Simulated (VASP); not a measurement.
Au:

```
Au
1.0
     2.61498    0.00000    0.00000
     0.00000    2.61498    0.00000
     0.00000    0.00000    2.61498
Au
1
Direct
  0.00000 0.00000 0.00000
```

| Item | Value |
| --- | --- |
| Program | VASP 6.6.1 |
| Task | relaxation of cell and atoms |
| Functional | LDA |
| Potentials or basis | VASP PAW LDA potentials, release 64 (Au) |
| Cutoff | 600 eV |
| k mesh | 16 × 16 × 16 |
| Occupations | fermi-dirac, width 0.05 eV |
| Spin | no spin polarisation |

At the start: pressure 11.2 GPa; volume 17.88 Å³/atom.

Q: Where does the relaxation end?

A: Over 18 steps the energy falls by 38.8 meV/atom and the volume is 19.07 Å³/atom (+6.7 %); space group Pm-3m (No. 221, to 0.05 Å).

The path:
```tsv
step	energy change (eV)	largest force (eV/Å)	pressure (GPa)	volume (Å³)
1	0.0000	0.0000	11.22	17.88
2	0.0564	0.0000	-12.02	21.32
3	-0.0387	0.0000	-0.33	19.11
4	-0.0388	0.0000	-0.07	19.07
5	-0.0388	0.0000	0.12	19.05
6	-0.0388	0.0000	0.14	19.05
7	-0.0388	0.0000	0.15	19.05
8	-0.0388	0.0000	0.13	19.05
9	-0.0388	0.0000	0.13	19.05
10	-0.0388	0.0000	0.13	19.05
11	-0.0388	0.0000	0.13	19.05
12	-0.0388	0.0000	0.13	19.05
13	-0.0388	0.0000	0.13	19.05
14	-0.0388	0.0000	0.13	19.05
15	-0.0388	0.0000	0.13	19.05
16	-0.0388	0.0000	0.09	19.06
17	-0.0388	0.0000	0.05	19.06
18	-0.0388	0.0000	-0.03	19.07
```

Final structure:
```
Au
1.0
     2.67178    0.00000    0.00000
     0.00000    2.67178    0.00000
     0.00000    0.00000    2.67178
Au
1
Direct
  0.00000 0.00000 0.00000
```
